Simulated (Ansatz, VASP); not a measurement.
**Sc2GeTe2 in VASP and in Ansatz**

```
Sc Ge Te
1.0
     4.38888    0.00000    0.00000
    -2.19444    3.80088    0.00000
     0.00000    0.00000    8.77285
Sc Ge Te
2 1 2
Direct
  0.33333 0.66667 0.19969
  0.33333 0.66667 0.80031
  0.33333 0.66667 0.00000
  0.66667 0.33333 0.71942
  0.66667 0.33333 0.28058
```

Alike in both runs: task relaxation of cell and atoms; functional PBE; k mesh 6 × 6 × 2; occupations gaussian, width 0.1 eV; no spin polarisation.

```csv
,VASP,Ansatz
version,VASP 6.6.1,Ansatz 0.2.0
potentials or method,"VASP PAW PBE potentials, release 64 (Sc_sv, Ge_d, Te), cutoff 600 eV","scalar-relativistic, plane waves, PAW"
valence electrons in the cell,48,68
```

|  | VASP | Ansatz | Ansatz less VASP |
| --- | --- | --- | --- |
| gap on the k mesh at the Fermi level, each at its own relaxed structure (eV) | none | none | - |
| relaxed volume (Å³/atom) | 38.39 | 37.81 | -0.571 |
| relaxed length of the cell vector where the two differ most in proportion (Å) | 12.853 | 12.678 | -0.1748 |

A gap of «none» marks a metal or a gap that the smearing closes. VASP's potentials hold 48 valence electrons a cell and Ansatz's 68, so a difference there can come from the potentials and not from the codes.

Spin-orbit coupling is off throughout. Noted on VASP's run: the volume moved by over 15 % at a fixed basis, so the end points are rough.
